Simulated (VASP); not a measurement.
# TaS2 (P-3m1) in VASP: notebook, part 2 of 3

VASP 6.6.1. The steps go on from the part before.

## (3) Electric field gradients, LDA (zz strain of -3 %)

The input, INCAR:

```
SYSTEM = TaS2
PREC = Accurate
ENCUT = 400
EDIFF = 1E-8
ISMEAR = -1
SIGMA = 0.03
LREAL = .FALSE.
LASPH = .TRUE.
NELM = 120
ALGO = Normal
ISIF = 2
LWAVE = .FALSE.
LCHARG = .FALSE.
GGA = CA
LEFG = .TRUE.
NBANDS = 18
GGA_COMPAT = .FALSE.
```

The input, KPOINTS:

```
regular mesh
0
G
  9 9 5
  0 0 0
```

The input, POSCAR:

```
TaS2
1.0
    3.3500021206      0.0000000000      0.0000000000
   -1.6750010603      2.9011869392      0.0000000000
    0.0000000000      0.0000000000      5.6842000000
Ta S
1 2
Direct
    0.0000000000      0.0000000000      0.0000000000
    0.3333333333      0.6666666667      0.2500000000
    0.6666666667      0.3333333333      0.7500000000
```

Potentials or basis: VASP PAW LDA potentials, release 64 (Ta_pv, S).

Run with:

```bash
$ cat potpaw_LDA.64/Ta_pv/POTCAR potpaw_LDA.64/S/POTCAR > POTCAR
$ mpirun -np 1 vasp_std > vasp.out
```

OUTCAR:

```text
SYSTEM = TaS2
   PREC = Accurate
   ENCUT = 400
   EDIFF = 1E-8
   ISMEAR = -1
   LREAL = .FALSE.
   LASPH = .TRUE.
   NELM = 120
   ISIF = 2
   GGA = CA

 ion  position               nearest neighbor table
   1  0.000  0.000  0.000-   2 2.40   3 2.40   3 2.40   2 2.40   3 2.40   2 2.40
   2  0.333  0.667  0.250-   1 2.40   1 2.40   1 2.40
   3  0.667  0.333  0.750-   1 2.40   1 2.40   1 2.40

  LATTYP: Found a hexagonal cell.
 ALAT       =     3.3500021206
 C/A-ratio  =     1.6967750453

  Lattice vectors:

 A1 = (   3.3500021206,   0.0000000000,   0.0000000000)
 A2 = (  -1.6750010603,   2.9011869392,   0.0000000000)
 A3 = (   0.0000000000,   0.0000000000,   5.6842000000)

Analysis of symmetry for initial positions (statically):
=====================================================================
 Subroutine PRICEL returns:
 Original cell was already a primitive cell.
[... 701 lines left out ...]
    -1.675001060  2.901186939  0.000000000     0.000000000  0.344686510  0.000000000
     0.000000000  0.000000000  5.684200000     0.000000000  0.000000000  0.175926252

 POSITION                                       TOTAL-FORCE (eV/Angst)
 -----------------------------------------------------------------------------------
      0.00000      0.00000      0.00000         0.000000      0.000000      0.000000
     -0.00000      1.93412      1.42105         0.000000      0.000000      1.561048
      1.67500      0.96706      4.26315        -0.000000      0.000000     -1.561048
 -----------------------------------------------------------------------------------
    total drift:                               -0.000000      0.000000      0.000000

  FREE ENERGIE OF THE ION-ELECTRON SYSTEM (eV)
  ---------------------------------------------------
  free  energy   TOTEN  =       -25.3470893459 eV

  energy  without entropy=      -25.3408935652  energy(sigma->0) =      -25.34399146

 Electric field gradients (V/A^2)
---------------------------------------------------------------------
 ion       V_xx      V_yy      V_zz      V_xy      V_xz      V_yz
---------------------------------------------------------------------
   1      73.697    73.697  -147.394    -0.000     0.000    -0.000
   2       9.819     9.818   -19.637    -0.000    -0.000     0.000
   3       9.819     9.818   -19.637    -0.000    -0.000     0.000
---------------------------------------------------------------------

 Electric field gradients after diagonalization (V/A^2)
 (convention: |V_zz| > |V_xx| > |V_yy|)
----------------------------------------------------------------------
 ion       V_xx      V_yy      V_zz     asymmetry (V_yy - V_xx)/ V_zz
----------------------------------------------------------------------
   1      73.697    73.697  -147.394       0.000
   2       9.819     9.818   -19.637       0.000
   3       9.819     9.818   -19.637       0.000
----------------------------------------------------------------------

           NMR quadrupolar parameters

 Cq : quadrupolar parameter    Cq=e*Q*V_zz/h
 eta: asymmetry parameters     (V_yy - V_xx)/ V_zz
 Q  : nuclear electric quadrupole moment in mb (millibarn)
----------------------------------------------------------------------
 ion       Cq(MHz)       eta       Q (mb)
----------------------------------------------------------------------
   1      -0.356       0.000       1.000
   2      -0.047       0.000       1.000
   3      -0.047       0.000       1.000
----------------------------------------------------------------------
```

It took 29 s on 1 thread of Intel Xeon Platinum 8259CL at 2.50GHz (Skylake/Cascade Lake), shared host; peak memory 0.16 GiB.

What came out:

| Property | Result |
| --- | --- |
| Free energy | -25.3471 eV |
| Pressure | 6.4 GPa |
| Largest force | 1.561 eV/Å |

Forces in eV/Å, atoms in the order of the input:
```
Ta   0.000  0.000  0.000
S    0.000  0.000  1.561
S    0.000  0.000 -1.561
```

Electric field gradients, principal values (V/Å²):
```csv
atom,least,middle,greatest (by size)
1 Ta,73.697,73.697,-147.394
2 S,9.818,9.819,-19.637
3 S,9.818,9.819,-19.637
```

Caveat: the cell differs from its parent crystal (zz strain of -3 %); without QUAD_EFG the Cq values of the log hold for a quadrupole moment of 1 mb, not for the nuclei; spin-orbit coupling is left out, which moves the levels of the heavy elements; forces of over 1 eV/Å act on the atoms, so gaps and moduli don't describe the material at rest.

## (4) Electric field gradients, LDA (zz strain of -2 %)

The input, INCAR:

```
ALGO     = Normal         # electronic algorithm
EDIFF    = 1E-8           # SCF threshold, eV
ENCUT    = 400            # plane-wave cutoff, eV
GGA_COMPAT= False        
ISIF     = 2              # what is computed and relaxed
ISMEAR   = -1             # smearing method
LASPH    = True           # aspherical terms in the spheres
LCHARG   = False          # write CHGCAR
LEFG     = True         
LREAL    = False          # projectors in reciprocal space
LWAVE    = False          # write WAVECAR
NBANDS   = 18             # bands
NELM     = 120            # most SCF steps
PREC     = Accurate       # precision mode
SIGMA    = 0.03           # smearing width, eV
```

The input, KPOINTS:

```
k-points
0
Gamma
  9 9 5
```

Changes to POSCAR since step 3:

```diff
@@ -4,3 +4,3 @@
    -1.6750010603      2.9011869392      0.0000000000
-    0.0000000000      0.0000000000      5.6842000000
+    0.0000000000      0.0000000000      5.7428000000
 Ta S
```

Potentials or basis: VASP PAW LDA potentials, release 64 (Ta_pv, S).

Run with:

```bash
$ cat potpaw_LDA.64/Ta_pv/POTCAR potpaw_LDA.64/S/POTCAR > POTCAR
$ mpirun -np 1 vasp_std > vasp.out
```

OUTCAR:

```text
EDIFF = 1E-8
   ENCUT = 400
   ISIF = 2
   ISMEAR = -1
   LASPH = True
   LREAL = False
   NELM = 120
   PREC = Accurate

 ion  position               nearest neighbor table
   1  0.000  0.000  0.000-   2 2.41   3 2.41   3 2.41   2 2.41   3 2.41   2 2.41
   2  0.333  0.667  0.250-   1 2.41   1 2.41   1 2.41
   3  0.667  0.333  0.750-   1 2.41   1 2.41   1 2.41

  LATTYP: Found a hexagonal cell.
 ALAT       =     3.3500021206
 C/A-ratio  =     1.7142675716

  Lattice vectors:

 A1 = (   3.3500021206,   0.0000000000,   0.0000000000)
[... 722 lines left out ...]

  energy  without entropy=      -25.3788097373  energy(sigma->0) =      -25.38188779

 Electric field gradients (V/A^2)
---------------------------------------------------------------------
 ion       V_xx      V_yy      V_zz      V_xy      V_xz      V_yz
---------------------------------------------------------------------
   1      73.565    73.564  -147.129    -0.000    -0.000     0.000
   2       9.389     9.388   -18.777    -0.000    -0.000     0.000
   3       9.389     9.388   -18.777    -0.000    -0.000     0.000
---------------------------------------------------------------------

 Electric field gradients after diagonalization (V/A^2)
 (convention: |V_zz| > |V_xx| > |V_yy|)
----------------------------------------------------------------------
 ion       V_xx      V_yy      V_zz     asymmetry (V_yy - V_xx)/ V_zz
----------------------------------------------------------------------
   1      73.565    73.564  -147.129       0.000
   2       9.389     9.388   -18.777       0.000
   3       9.389     9.388   -18.777       0.000
----------------------------------------------------------------------

           NMR quadrupolar parameters

 Cq : quadrupolar parameter    Cq=e*Q*V_zz/h
 eta: asymmetry parameters     (V_yy - V_xx)/ V_zz
 Q  : nuclear electric quadrupole moment in mb (millibarn)
----------------------------------------------------------------------
 ion       Cq(MHz)       eta       Q (mb)
----------------------------------------------------------------------
   1      -0.356       0.000       1.000
   2      -0.045       0.000       1.000
   3      -0.045       0.000       1.000
----------------------------------------------------------------------
```

OSZICAR:

```text
N       E                     dE             d eps       ncg     rms          rms(c)
DAV:   1     0.128721498819E+03    0.12872E+03   -0.10042E+04  1808   0.944E+02
DAV:   2    -0.213791775506E+02   -0.15010E+03   -0.14718E+03  2328   0.261E+02
DAV:   3    -0.268315100273E+02   -0.54523E+01   -0.54122E+01  2276   0.494E+01
DAV:   4    -0.268934542052E+02   -0.61944E-01   -0.61879E-01  2412   0.570E+00
DAV:   5    -0.268943884712E+02   -0.93427E-03   -0.93420E-03  2286   0.684E-01    0.215E+01
DAV:   6    -0.255256234026E+02    0.13688E+01   -0.50503E+00  2058   0.140E+01    0.109E+01
DAV:   7    -0.254044885950E+02    0.12113E+00   -0.62443E-01  1964   0.456E+00    0.447E+00
DAV:   8    -0.253885266781E+02    0.15962E-01   -0.12268E-01  2232   0.211E+00    0.102E+00
DAV:   9    -0.253851897721E+02    0.33369E-02   -0.74347E-03  2234   0.607E-01    0.390E-01
DAV:  10    -0.253849582385E+02    0.23153E-03   -0.24987E-03  2036   0.294E-01    0.796E-02
DAV:  11    -0.253849658719E+02   -0.76334E-05   -0.20506E-04  1952   0.837E-02    0.277E-02
DAV:  12    -0.253849662642E+02   -0.39227E-06   -0.18283E-05  2126   0.316E-02    0.112E-02
DAV:  13    -0.253849658263E+02    0.43782E-06   -0.41343E-06  2050   0.134E-02    0.424E-03
DAV:  14    -0.253849658512E+02   -0.24826E-07   -0.34867E-07  2278   0.405E-03    0.948E-04
DAV:  15    -0.253849658486E+02    0.25966E-08   -0.21790E-08  1538   0.112E-03
   1 F= -.25384966E+02 E0= -.25381888E+02  d E =-.615611E-02
```

Run time: 28 s. Hardware: 1 thread of Intel Xeon Platinum 8259CL at 2.50GHz (Skylake/Cascade Lake), shared host; peak memory 0.16 GiB.

What came out:

- Free energy: -25.3850 eV
- Pressure: 4.8 GPa
- Largest force: 1.310 eV/Å

Forces on the atoms (eV/Å):
```
Ta   0.000  0.000  0.000
S    0.000  0.000  1.310
S    0.000  0.000 -1.310
```

Stress tensor (GPa, compression positive):
```
2.47 0.00 0.00
0.00 2.47 0.00
0.00 0.00 9.45
```

Levels at points of the mesh, in eV from the Fermi level:
```tsv
k point	band 10	band 11	band 12	band 13	band 14	band 15
(0.00, 0.00, 0.00)	-0.76	-0.76	-0.06	-0.06	0.34	4.20
```

Electric field gradients, principal values (V/Å²):
```
atom   least  middle  greatest (by size)
1 Ta  73.564  73.565            -147.129
 2 S   9.388   9.389             -18.777
 3 S   9.388   9.389             -18.777
```

Caveat: the cell differs from its parent crystal (zz strain of -2 %); without QUAD_EFG the Cq values of the log hold for a quadrupole moment of 1 mb, not for the nuclei; spin-orbit coupling is left out, which moves the levels of the heavy elements; forces of over 1 eV/Å act on the atoms, so gaps and moduli don't describe the material at rest.

## (5) Electric field gradients, LDA (zz strain of -1 %)

The input, INCAR:

```
SYSTEM = TaS2
PREC = Accurate
ENCUT = 400
EDIFF = 1E-8
ISMEAR = -1
SIGMA = 0.03
LREAL = .False.
LASPH = .True.
NELM = 120
ALGO = Normal
ISIF = 2
LWAVE = .False.
LCHARG = .False.
GGA = CA
LEFG = .True.
NBANDS = 18
GGA_COMPAT = .False.
```

The input, KPOINTS:

```
regular mesh
0
Gamma
  9 9 5
  0 0 0
```

Changes to POSCAR since step 4:

```diff
@@ -4,3 +4,3 @@
    -1.6750010603      2.9011869392      0.0000000000
-    0.0000000000      0.0000000000      5.7428000000
+    0.0000000000      0.0000000000      5.8014000000
 Ta S
```

Potentials or basis: VASP PAW LDA potentials, release 64 (Ta_pv, S).

Run with:

```bash
$ cat potpaw_LDA.64/Ta_pv/POTCAR potpaw_LDA.64/S/POTCAR > POTCAR
$ mpirun -np 1 vasp_std > vasp.out
```

OUTCAR:

```text
SYSTEM = TaS2
   PREC = Accurate
   ENCUT = 400
   EDIFF = 1E-8
   ISMEAR = -1
   LREAL = .False.
   LASPH = .True.
   NELM = 120
   ISIF = 2
   GGA = CA

 ion  position               nearest neighbor table
   1  0.000  0.000  0.000-   2 2.42   3 2.42   3 2.42   2 2.42   3 2.42   2 2.42
   2  0.333  0.667  0.250-   1 2.42   1 2.42   1 2.42
   3  0.667  0.333  0.750-   1 2.42   1 2.42   1 2.42

  LATTYP: Found a hexagonal cell.
 ALAT       =     3.3500021206
 C/A-ratio  =     1.7317600978

  Lattice vectors:

[... 723 lines left out ...]

  energy  without entropy=      -25.4085467653  energy(sigma->0) =      -25.41171460

 Electric field gradients (V/A^2)
---------------------------------------------------------------------
 ion       V_xx      V_yy      V_zz      V_xy      V_xz      V_yz
---------------------------------------------------------------------
   1      73.430    73.430  -146.860    -0.000    -0.000     0.000
   2       8.913     8.913   -17.826    -0.000    -0.000     0.000
   3       8.913     8.913   -17.826    -0.000    -0.000     0.000
---------------------------------------------------------------------

 Electric field gradients after diagonalization (V/A^2)
 (convention: |V_zz| > |V_xx| > |V_yy|)
----------------------------------------------------------------------
 ion       V_xx      V_yy      V_zz     asymmetry (V_yy - V_xx)/ V_zz
----------------------------------------------------------------------
   1      73.430    73.429  -146.860       0.000
   2       8.913     8.913   -17.826       0.000
   3       8.913     8.913   -17.826       0.000
----------------------------------------------------------------------

           NMR quadrupolar parameters

 Cq : quadrupolar parameter    Cq=e*Q*V_zz/h
 eta: asymmetry parameters     (V_yy - V_xx)/ V_zz
 Q  : nuclear electric quadrupole moment in mb (millibarn)
----------------------------------------------------------------------
 ion       Cq(MHz)       eta       Q (mb)
----------------------------------------------------------------------
   1      -0.355       0.000       1.000
   2      -0.043       0.000       1.000
   3      -0.043       0.000       1.000
----------------------------------------------------------------------
```

stdout:

```text
POSCAR found type information on POSCAR TaS
 POSCAR found :  2 types and       3 ions
 scaLAPACK will be used
 LDA part: xc-table for (Slater(with rela. corr.)+CA(PZ))
 , standard interpolation
 POSCAR, INCAR and KPOINTS ok, starting setup
 FFT: planning ... GRIDC
 FFT: planning ... GRID_SOFT
 FFT: planning ... GRID
 WAVECAR not read
 entering main loop
ion   1

ion   2

ion   3
```

Wall time 27 s (1 thread of Intel Xeon Platinum 8259CL at 2.50GHz (Skylake/Cascade Lake), shared host); peak memory 0.16 GiB.

Results:

| Item | Value |
| --- | --- |
| Free energy | -25.4149 eV |
| Pressure | 3.2 GPa |
| Largest force | 1.065 eV/Å |

Forces in eV/Å, atoms in the order of the input:
```
Ta   0.000  0.000  0.000
S    0.000  0.000  1.065
S    0.000  0.000 -1.065
```

Stress tensor (GPa, compression positive):
```
1.22 0.00 0.00
0.00 1.22 0.00
0.00 0.00 7.25
```

Electric field gradients, principal values (V/Å²):
| atom | least | middle | greatest (by size) |
| --- | --- | --- | --- |
| 1 Ta | 73.429 | 73.430 | -146.860 |
| 2 S | 8.913 | 8.913 | -17.826 |
| 3 S | 8.913 | 8.913 | -17.826 |

Caveat: the cell differs from its parent crystal (zz strain of -1 %); without QUAD_EFG the Cq values of the log hold for a quadrupole moment of 1 mb, not for the nuclei; spin-orbit coupling is left out, which moves the levels of the heavy elements; forces of over 1 eV/Å act on the atoms, so gaps and moduli don't describe the material at rest.

[end of part 2 of 3]
